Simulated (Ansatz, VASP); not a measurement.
**One calculation of Ta3N, two programs**

INCAR

```
SYSTEM = Ta3N
PREC = Accurate
ENCUT = 600
EDIFF = 1E-6
ISMEAR = -1
SIGMA = 0.05
LREAL = .FALSE.
LASPH = .TRUE.
NELM = 150
ALGO = Normal
ISIF = 3
LWAVE = .FALSE.
LCHARG = .FALSE.
LMAXMIX = 4
LDAU = .TRUE.
LDAUTYPE = 2
LDAUL = 2 -1
LDAUU = 1 0
LDAUJ = 0 0
LDAUPRINT = 1
GGA = PS
IBRION = 2
NSW = 60
EDIFFG = -0.01
```

The input KPOINTS:

```
regular mesh
0
G
  10 10 4
  0 0 0
```

POSCAR

```
Ta3N
1.0
    3.0322239879      0.0000000000      0.0000000000
   -1.5161119940      2.6259830035      0.0000000000
    0.0000000000      0.0000000000      7.5241370000
Ta N
3 1
Direct
    0.6666666667      0.3333333333      0.8260700000
    0.3333333333      0.6666666667      0.1739300000
    0.0000000000      0.0000000000      0.5000000000
    0.0000000000      0.0000000000      0.0000000000
```

Contents of input.yaml:

```yaml
crystal:
  lattice:
    - [3.0322239879, 0.0, 0.0]
    - [-1.516111994, 2.6259830035, 0.0]
    - [0.0, 0.0, 7.524137]
  atoms:
    - { symbol: Ta, position: [0.6666666667, 0.3333333333, 0.82607] }
    - { symbol: Ta, position: [0.3333333333, 0.6666666667, 0.17393] }
    - { symbol: Ta, position: [0.0, 0.0, 0.5] }
    - { symbol: "N", position: [0.0, 0.0, 0.0] }
hamiltonian:
  xc: pbesol
  pseudopotentials: { kind: paw }
  hubbard: { sites: [{ species: Ta, l: d, u_eff: 1.0 }] }
kpoints:
  mp_grid: { grid: [10, 10, 4] }
scf:
  occupations: { method: fermi_dirac, width: 0.05 }
output:
  forces: true
  stress: true
  eigenvalues: true
relax:
  f_tol: 0.01
  max_steps: 40
  cell: { stress_tol: 0.05 }
```

Alike in both runs: task relaxation of cell and atoms; functional PBEsol; k mesh 10 × 10 × 4; occupations fermi-dirac, width 0.05 eV; no spin polarisation; Hubbard terms Ta d U = 1.0 eV.

|  | VASP | Ansatz |
| --- | --- | --- |
| version | VASP 6.6.1 | Ansatz 0.2.0 |
| potentials or method | VASP PAW PBE potentials, release 64 (Ta_pv, N) | Ansatz PAW |
| plane-wave cutoff (eV) | 600 | 420 |
| valence electrons in the cell | 38 | 44 |

|  | VASP | Ansatz | Ansatz less VASP |
| --- | --- | --- | --- |
| gap on the k mesh at the Fermi level, each at its own relaxed structure (eV) | none | none | - |
| relaxed volume (Å³/atom) | 14.70 | 14.56 | -0.143 |
| relaxed length of the cell vector where the two differ most in proportion (Å) | 3.011 | 3.000 | -0.0111 |

VASP's potentials were made for PBE, not for PBEsol. The programs project onto different local orbitals, so the same U acts differently, and such runs can settle in different states. A gap of «none» marks a metal or a gap that the smearing closes. VASP's potentials hold 38 valence electrons a cell and Ansatz's 44, so a difference there can come from the potentials and not from the codes.

Neither program's run includes spin-orbit coupling. Noted on Ansatz's run: the plane-wave basis is chosen anew once the cell has moved, so the energies of steps on either side of that aren't comparable.
